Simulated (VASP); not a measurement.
Input of a VASP 6.6.1 run:

File POSCAR:

```
BN
1.0
    2.4913353509      0.0000000000      0.0000000000
   -1.2456676755      2.1575597032      0.0000000000
    0.0000000000      0.0000000000      4.0010591815
B N
2 2
Direct
    0.0000000000      0.0000000000      0.0000000000
    0.0000000000      0.0000000000      0.5000000000
    0.3333333333      0.6666666667      0.2500000000
    0.6666666667      0.3333333333      0.7500000000
```

File INCAR.step1:

```
ALGO = Normal ; EDIFF = 1E-8
ENCUT = 500 ; GGA = PE
ISMEAR = 0 ; LASPH = T
LCHARG = F ; LREAL = F
LWAVE = T ; NELM = 100
PREC = Accurate ; SIGMA = 0.01
```

File INCAR.step2:

```
ALGO = Exact ; EDIFF = 1E-8
ENCUT = 500 ; GGA = PE
ISMEAR = 0 ; ISTART = 1
LASPH = T ; LCHARG = F
LOPTICS = T ; LREAL = F
LWAVE = T ; NBANDS = 42
NELM = 1 ; PREC = Accurate
SIGMA = 0.01
```

Contents of INCAR.step3:

```
ALGO = EVGW0 ; EDIFF = 1E-8
ENCUT = 500 ; ENCUTGW = 80.0
GGA = PE ; ISMEAR = 0
ISTART = 1 ; LASPH = T
LCHARG = F ; LREAL = F
LWAVE = F ; NBANDS = 42
NBANDSGW = 16 ; NELMGW = 1
NOMEGA = 48 ; PREC = Accurate
PRECFOCK = Fast ; SIGMA = 0.01
```

File KPOINTS:

```
k-points
0
Gamma
  6 6 4
```

Potentials or basis: VASP PAW PBE potentials, release 64 (B_GW, N_GW).

Command:

```console
$ cat potpaw_PBE.64/B_GW/POTCAR potpaw_PBE.64/N_GW/POTCAR > POTCAR
$ cp INCAR.step1 INCAR
$ mpirun -np 1 vasp_std > vasp.out
$ cp INCAR.step2 INCAR
$ mpirun -np 1 vasp_std > vasp.out
$ cp INCAR.step3 INCAR
$ mpirun -np 1 vasp_std > vasp.out
```

Question: What does it give for the quasiparticle gap?

Answer: 1.95 eV.

Question: What does it give for the least direct quasiparticle gap?

Answer: 6.40 eV.

Question: Predict the band gap on the k mesh, mean-field level.

Answer: 1.57 eV, indirect (least direct gap 5.53 eV).

Caveat: the k points lie up to 0.49 Å⁻¹ apart; bands, screening cutoff and mesh are small and nothing is extrapolated, so the quasiparticle values aren't converged. A k mesh can miss the band edges.
